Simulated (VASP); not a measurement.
# Cr (Cmce) in VASP: relaxation of cell and atoms with PBE

Aim: the relaxation of cell and atoms of Cr with PBE.

Everything below comes from runs of VASP 6.6.1. Logs are shortened: lines on timing, memory, paths and dates and some standing lists are left out, and cuts for length are marked.

## (1) The cell of the first run

It takes space group Cmce (No. 64, orthorhombic). Conventional cell: a = 4.977 Å, b = 3.289 Å, c = 6.709 Å, α = 90.00°, β = 90.00°, γ = 90.00°. Cr (site symmetry m) has 3 Cr at 1.85 to 2.43 Å within 2.5 Å.

## (2) Relaxation of cell and atoms, PBE

File INCAR:

```
SYSTEM = Cr
  PREC = Accurate
  ENCUT = 600
  EDIFF = 1E-6
  ISMEAR = 0
  SIGMA = 0.1
  LREAL = .False.
  LASPH = .True.
  NELM = 100
  ALGO = Normal
  ISIF = 3
  LWAVE = .False.
  LCHARG = .False.
  GGA = PE
  IBRION = 2
  NSW = 90
  EDIFFG = -0.04
```

File KPOINTS:

```
regular mesh
0
Gamma
  6 6 4
  0 0 0
```

File POSCAR:

```
Cr
1.0
    2.4883407319     -1.6446028683      0.0000000000
    2.4883407319      1.6446028683      0.0000000000
    0.0000000000      0.0000000000      6.7087449643
Cr
4
Direct
    0.8500000000      0.1500000000      0.1170000000
    0.6500000000      0.3500000000      0.6170000000
    0.1500000000      0.8500000000      0.8830000000
    0.3500000000      0.6500000000      0.3830000000
```

Potentials or basis: VASP PAW PBE potentials, release 64 (Cr_pv).

Started as:

```sh
$ cat potpaw_PBE.64/Cr_pv/POTCAR > POTCAR
$ mpirun -np 1 vasp_std > vasp.out
```

OUTCAR:

```text
SYSTEM = Cr
   PREC = Accurate
   ENCUT = 600
   EDIFF = 1E-6
   ISMEAR = 0
   LREAL = .False.
   LASPH = .True.
   NELM = 100
   ISIF = 3
   GGA = PE
   IBRION = 2
   NSW = 90
   EDIFFG = -0.04

 ion  position               nearest neighbor table
   1  0.850  0.150  0.117-   3 1.85   4 2.43   4 2.43   3 2.79   3 3.01   3 3.01   4 3.06   4 3.06

   2  0.650  0.350  0.617-   4 1.85   3 2.43   3 2.43   4 2.79   4 3.01   4 3.01   3 3.06   3 3.06

   3  0.150  0.850  0.883-   1 1.85   2 2.43   2 2.43   1 2.79   1 3.01   1 3.01   2 3.06   2 3.06

   4  0.350  0.650  0.383-   2 1.85   1 2.43   1 2.43   2 2.79   2 3.01   2 3.01   1 3.06   1 3.06

  LATTYP: Found a base centered orthorhombic cell.
 ALAT       =     3.2892057366
 B/A-ratio  =     1.5130344108
 C/A-ratio  =     2.0396246090

  Lattice vectors:

 A1 = (  -2.4883407319,  -1.6446028683,   0.0000000000)
 A2 = (   2.4883407319,  -1.6446028683,   0.0000000000)
 A3 = (   0.0000000000,   0.0000000000,   6.7087449643)

Analysis of symmetry for initial positions (statically):
=====================================================================
 Subroutine PRICEL returns:
 Original cell was already a primitive cell.

 Routine SETGRP: Setting up the symmetry group for a
 base centered orthorhombic supercell.

 Subroutine GETGRP returns: Found  8 space group operations
 (whereof  4 operations were pure point group operations)
 out of a pool of  8 trial point group operations.

The static configuration has the point symmetry C_2h.
 The point group associated with its full space group is D_2h.

Analysis of symmetry for dynamics (positions and initial velocities):
=====================================================================
 Subroutine PRICEL returns:
 Original cell was already a primitive cell.

 Routine SETGRP: Setting up the symmetry group for a
 base centered orthorhombic supercell.

 Subroutine GETGRP returns: Found  8 space group operations
 (whereof  4 operations were pure point group operations)
 out of a pool of  8 trial point group operations.

The dynamic configuration has the point symmetry C_2h.
 The point group associated with its full space group is D_2h.

 Subroutine INISYM returns: Found  8 space group operations
 (whereof  4 operations are pure point group operations),
 and found     1 'primitive' translations

----------------------------------------------------------------------------------------

                                     Primitive cell

  volume of cell :      54.9088

  direct lattice vectors                    reciprocal lattice vectors
     2.488340732 -1.644602868  0.000000000     0.200937112 -0.304024765  0.000000000
     2.488340732  1.644602868  0.000000000     0.200937112  0.304024765  0.000000000
     0.000000000  0.000000000  6.708744964     0.000000000  0.000000000  0.149059177
[... 112 lines left out ...]
   LORBIT       =      0    0 simple, 1 ext, 2 COOP (PROOUT), +10 PAW based schemes
   GGA     = PE    functional components
   LHFCALC =     F    Hartree Fock is set to
   AEXX    =    0.0000 exact exchange contribution
   IVDW    =     0    specifies the selected vdW correction
   LEPSILON=     F    determine dielectric tensor
   LRPA    =     F    only Hartree local field effects (RPA)
 conjugate gradient relaxation of ions
 non-spin polarized calculation
 Gauss-broadening in eV      SIGMA  =   0.10
  energy-cutoff  :      600.00
  volume of cell :       54.91
 maximum number of plane-waves:      1872
   NGX = 11   NGY = 11   NGZ = 27

--------------------------------------- Ionic step        1  -------------------------------------------

 number of electron      47.9999996 magnetization

 Free energy of the ion-electron system (eV)
  ---------------------------------------------------
  ext. energy  EPLUGINS =         0.00000000
  ---------------------------------------------------
  free energy    TOTEN  =       -34.25647181 eV

  energy without entropy =      -34.21957823  energy(sigma->0) =      -34.23802502

------------------------ aborting loop because EDIFF is reached ----------------------------------------

  FORCE on cell =-STRESS in cart. coord.  units (eV):
  Direction    XX          YY          ZZ          XY          YZ          ZX
  --------------------------------------------------------------------------------------
  -------------------------------------------------------------------------------------
  Total      -11.0976051     -0.3134799      6.6994380      0.0000000      0.0000000      0.0000000
  in kB     -323.8155340     -9.1469887    195.4820054      0.0000000      0.0000000      0.0000000
  external PRESSURE =     -45.8268391 kB  Pullay stress =       0.0000000 kB
[... 25 lines left out ...]
--------------------------------------- Ionic step        2  -------------------------------------------

 number of electron      47.9999995 magnetization

 E-fermi :   9.6023     XC(G=0): -13.0378

 val. band max:        9.5987414264   @ k =   0.3333  -0.0000   0.0000
 cond. band min:       9.6471390590   @ k =   0.3333   0.1667   0.0000
 fundamental gap:      0.0483976326
 Fermi energy:         9.6022931484

 k-point     1 :       0.0000    0.0000    0.0000
  band No.  band energies     occupation
      1     -34.0474      2.00000
      2     -33.7686      2.00000
      3     -33.4747      2.00000
      4     -33.4728      2.00000
      5     -33.4148      2.00000
      6     -33.3070      2.00000
[... 804 lines left out ...]
  FREE ENERGIE OF THE ION-ELECTRON SYSTEM (eV)
  ---------------------------------------------------
  free  energy   TOTEN  =       -36.7747980577 eV

  energy  without entropy=      -36.7439752535  energy(sigma->0) =      -36.75938666

[... ionic steps 4 to 15 ...]

--------------------------------------- Ionic step       16  -------------------------------------------

 number of electron      47.9999982 magnetization

------------------------ aborting loop because EDIFF is reached ----------------------------------------
[... 71 lines left out ...]
--------------------------------------- Ionic step       18  -------------------------------------------

 number of electron      47.9999971 magnetization

 Free energy of the ion-electron system (eV)
  ---------------------------------------------------
  ext. energy  EPLUGINS =         0.00000000
  ---------------------------------------------------
  free energy    TOTEN  =       -38.16833035 eV

  energy without entropy =      -38.15402442  energy(sigma->0) =      -38.16117738

 E-fermi :  11.1031     XC(G=0): -13.7028

 val. band max:       11.0723561101   @ k =  -0.3333   0.3333   0.2500
 cond. band min:      11.1076795777   @ k =   0.3333   0.3333   0.0000
 fundamental gap:      0.0353234676
 Fermi energy:        11.1031439004

 k-point     1 :       0.0000    0.0000    0.0000
  band No.  band energies     occupation
      1     -32.5911      2.00000
      2     -32.1438      2.00000
      3     -32.1412      2.00000
      4     -31.9377      2.00000
      5     -31.7980      2.00000
      6     -31.7968      2.00000
[... 766 lines left out ...]
  FREE ENERGIE OF THE ION-ELECTRON SYSTEM (eV)
  ---------------------------------------------------
  free  energy   TOTEN  =       -38.1683303492 eV

  energy  without entropy=      -38.1540244189  energy(sigma->0) =      -38.16117738

 reached required accuracy - stopping structural energy minimisation
```

CONTCAR:

```text
Cr
   1.00000000000000
     2.0044781829286196   -1.4193010984517669    0.0000000000000000
     2.0044781829286196    1.4193010984517669   -0.0000000000000000
     0.0000000000000000   -0.0000000000000000    8.0771676330070026
  Cr
     4
Direct
     0.7487005269254852    0.2512994730745150    0.1249308192198580
     0.7512994730745149    0.2487005269254851    0.6249308192198578
     0.2512994730745150    0.7487005269254852    0.8750691807801422
     0.2487005269254851    0.7512994730745148    0.3750691807801420

  0.00000000E+00  0.00000000E+00  0.00000000E+00
  0.00000000E+00  0.00000000E+00  0.00000000E+00
  0.00000000E+00  0.00000000E+00  0.00000000E+00
  0.00000000E+00  0.00000000E+00  0.00000000E+00
```

It took 12 min on 1 thread of Intel Xeon Platinum 8375C at 2.90GHz (Ice Lake), shared host; peak memory 0.21 GiB.

What came out:

```
Free energy                            : -38.1683 eV
Relaxed volume                         : 11.49 Å³/atom
Relaxed cell                           : a = 2.456 Å, b = 2.456 Å, c = 8.077 Å, α = 90.00°, β = 90.00°, γ = 70.60°
Space group after relaxing (to 0.05 Å) : Im-3m (No. 229)
Energy gained by relaxing              : 978.0 meV/atom
Ionic steps                            : 18
Pressure after relaxing                : 0.0 GPa
Largest force after relaxing           : 0.020 eV/Å
```

Forces on the atoms (eV/Å):
```
Cr   0.000 -0.015  0.013
Cr   0.000  0.015  0.013
Cr   0.000  0.015 -0.013
Cr   0.000 -0.015 -0.013
```

Stress tensor (GPa, compression positive):
```
-0.16  0.00  0.00
 0.00  0.19  0.00
 0.00  0.00  0.10
```

The path:
| step | energy change (eV) | largest force (eV/Å) | pressure (GPa) | volume (Å³) |
| --- | --- | --- | --- | --- |
| 1 | 0.0000 | 2.4903 | -4.58 | 54.91 |
| 2 | -2.2666 | 0.8882 | -13.61 | 51.21 |
| 3 | -2.5183 | 1.4712 | -7.40 | 49.37 |
| 4 | -3.4280 | 1.1894 | 18.47 | 43.59 |
| 5 | -3.4272 | 1.1653 | 19.51 | 43.43 |
| 6 | -3.6882 | 0.3624 | 6.08 | 45.19 |
| 7 | -3.7327 | 0.3389 | 8.71 | 44.71 |
| 8 | -3.8305 | 0.3159 | -2.72 | 46.55 |
| 9 | -3.8307 | 0.3157 | -3.04 | 46.62 |
| 10 | -3.8639 | 0.2892 | -1.24 | 46.25 |
| 11 | -3.8755 | 0.2663 | 0.79 | 45.89 |
| 12 | -3.8756 | 0.2645 | 1.11 | 45.85 |
| 13 | -3.8860 | 0.2203 | -0.24 | 46.06 |
| 14 | -3.8928 | 0.1577 | -2.19 | 46.40 |
| 15 | -3.9003 | 0.1263 | -1.27 | 46.22 |
| 16 | -3.9087 | 0.0533 | 1.49 | 45.72 |
| 17 | -3.9117 | 0.0219 | 0.35 | 45.91 |
| 18 | -3.9119 | 0.0200 | 0.04 | 45.96 |

Final structure:
```yaml
crystal:
  lattice:
    - [2.00448, -1.41930, 0.00000]
    - [2.00448, 1.41930, 0.00000]
    - [0.00000, 0.00000, 8.07717]
  atoms:
    - { symbol: Cr, position: [0.74870, 0.25130, 0.12493] }
    - { symbol: Cr, position: [0.75130, 0.24870, 0.62493] }
    - { symbol: Cr, position: [0.25130, 0.74870, 0.87507] }
    - { symbol: Cr, position: [0.24870, 0.75130, 0.37507] }
```

Caveat: the k points lie up to 0.45 Å⁻¹ apart in the final cell; the volume moved by over 15 % at a fixed basis, so the end points are rough; the bands computed are all filled at some k points, so no gap is given; the run has no spin polarisation, though such a crystal can be magnetic.
